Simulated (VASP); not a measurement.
DyGe3P, 5 atoms in the cell. It takes space group P4mm (No. 99, tetragonal). Conventional cell: a = 4.250 Å, b = 4.250 Å, c = 5.387 Å, α = 90.00°, β = 90.00°, γ = 90.00°. Within 4.0 Å of Dy (site symmetry 4mm) lie 12 Ge at 3.07 to 3.52 Å and 4 P at 3.46 Å. Within 3.1 Å of Ge (site symmetry 4mm) lie 2 P at 2.37 to 3.02 Å and 4 Ge at 3.03 Å and 4 Dy at 3.07 Å. Ge (site symmetry 2mm) has 2 P at 2.29 Å and 6 Ge at 3.01 to 3.03 Å within 3.1 Å. Within 3.1 Å of P (site symmetry 4mm) lie 6 Ge at 2.29 to 3.02 Å. The cell was generated, and may not be a known phase.

| Item | Value |
| --- | --- |
| Program | VASP 6.6.1 |
| Task | relaxation of cell and atoms |
| Functional | PBE |
| Potentials or basis | VASP PAW PBE potentials, release 64 (Dy_3, Ge_d, P), 4f in core |
| Cutoff | 500 eV |
| k mesh | 4 × 4 × 4 |
| Occupations | gaussian, width 0.1 eV |
| Spin | no spin polarisation |
| Dipole correction | no |
| Further INCAR settings | ALGO = Normal; EDIFF = 1e-07; IBRION = 2; EDIFFG = -0.04; NSW = 90; ISIF = 3 |

Potentials or basis: VASP PAW PBE potentials, release 64 (Dy_3, Ge_d, P), 4f in core.

Run with:

```sh
$ cat potpaw_PBE.64/Dy_3/POTCAR potpaw_PBE.64/Ge_d/POTCAR potpaw_PBE.64/P/POTCAR > POTCAR
$ mpirun -np 1 vasp_std > vasp.out
```

Hardware: 1 thread of Intel(R) Xeon(R) 6975P-C (Granite Rapids), with other jobs on the host.

How long does it take, and how much memory?

Run time: 13 min on 1 thread of Intel(R) Xeon(R) 6975P-C (Granite Rapids) (shared host), peak memory 0.25 GiB. Counts: scf iterations 347, k points 18, ion steps 36.
